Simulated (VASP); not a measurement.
Wanted: the native input for a VASP 6.6.1 run.

```yaml
Task: electric field gradients
Functional: LDA
Potentials_or_basis: VASP PAW LDA potentials, release 64 (Ti_sv, B)
Cutoff: 420 eV
k_mesh: 13 × 13 × 13
Occupations: fermi-dirac, width 0.05 eV
Spin: no spin polarisation
Dipole_correction: no
Further_INCAR_settings: ALGO = Normal; EDIFF = 1e-08; NBANDS = 14
```

The structure of TiB lies in POSCAR:

```
TiB
1.0
    0.0000000000      2.1220100000      2.1010000000
    2.1220100000      0.0000000000      2.1010000000
    2.1220100000      2.1220100000      0.0000000000
Ti B
1 1
Direct
    0.7500000000      0.7500000000      0.7500000000
    0.0000000000      0.0000000000      0.0000000000
```

This cell differs from its parent crystal: equal xx and yy strain of +1 %.

These files were run (other wordings do the same):

INCAR

```
ALGO     = Normal         # electronic algorithm
EDIFF    = 1E-8           # SCF threshold, eV
ENCUT    = 420            # plane-wave cutoff, eV
GGA      = CA             # functional
GGA_COMPAT= F            
ISIF     = 2              # what is computed and relaxed
ISMEAR   = -1             # smearing method
LASPH    = T              # aspherical terms in the spheres
LCHARG   = F              # write CHGCAR
LEFG     = T            
LREAL    = F              # projectors in reciprocal space
LWAVE    = F              # write WAVECAR
NBANDS   = 14             # bands
NELM     = 120            # most SCF steps
PREC     = Accurate       # precision mode
SIGMA    = 0.05           # smearing width, eV
```

KPOINTS

```
k-points
0
Gamma
  13 13 13
```

Potentials or basis: VASP PAW LDA potentials, release 64 (Ti_sv, B).

Run with:

```console
$ cat potpaw_LDA.64/Ti_sv/POTCAR potpaw_LDA.64/B/POTCAR > POTCAR
$ mpirun -np 1 vasp_std > vasp.out
```

Results of the run:

The pressure is 96.7 GPa.

Caveat: the cell differs from its parent crystal (equal xx and yy strain of +1 %); without QUAD_EFG the Cq values of the log hold for a quadrupole moment of 1 mb, not for the nuclei.

Run time: 63 s on 1 thread of Intel Xeon 8259CL, with other jobs on the host, peak memory 0.15 GiB.
